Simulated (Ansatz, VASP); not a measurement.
**Mo3Se4 in VASP and in Ansatz**

```
CELL_PARAMETERS angstrom
4.77250 2.75540 3.73667
-4.77250 2.75540 3.73667
0.00000 -5.51081 3.73667
ATOMIC_POSITIONS crystal
Mo 0.22300 0.41290 0.54610
Mo 0.54610 0.22300 0.41290
Mo 0.41290 0.54610 0.22300
Mo 0.77700 0.58710 0.45390
Mo 0.45390 0.77700 0.58710
Mo 0.58710 0.45390 0.77700
Se 0.37920 0.12740 0.74470
Se 0.74470 0.37920 0.12740
Se 0.12740 0.74470 0.37920
Se 0.62080 0.87260 0.25530
Se 0.25530 0.62080 0.87260
Se 0.87260 0.25530 0.62080
Se 0.21370 0.21370 0.21370
Se 0.78630 0.78630 0.78630
```

Alike in both runs: task single point; functional PBEsol; k mesh 6 × 6 × 6; occupations gaussian, width 0.1 eV; no spin polarisation.

|  | VASP | Ansatz |
| --- | --- | --- |
| version | VASP 6.6.1 | Ansatz 0.2.0 |
| potentials or method | VASP PAW PBE potentials, release 64 (Mo_sv, Se), cutoff 520 eV | scalar-relativistic, plane waves, PAW |
| valence electrons in the cell | 132 | 212 |

|  | VASP | Ansatz | Ansatz less VASP |
| --- | --- | --- | --- |
| gap on the k mesh at the Fermi level (eV) | none | none | - |
| pressure (GPa) | -1.9 | -2.2 | -0.31 |
| traceless stress, the component that is largest in VASP (GPa) | -0.39 | -0.39 | -0.001 |
| rms of the force components (eV/Å) | 0.104 | 0.119 | +0.0151 |

VASP's potentials were made for PBE, not for PBEsol. Atom by atom the forces differ by 0.019 eV/Å (rms over components). A gap of «none» marks a metal or a gap that the smearing closes. VASP's potentials hold 132 valence electrons a cell and Ansatz's 212, so a difference there can come from the potentials and not from the codes.
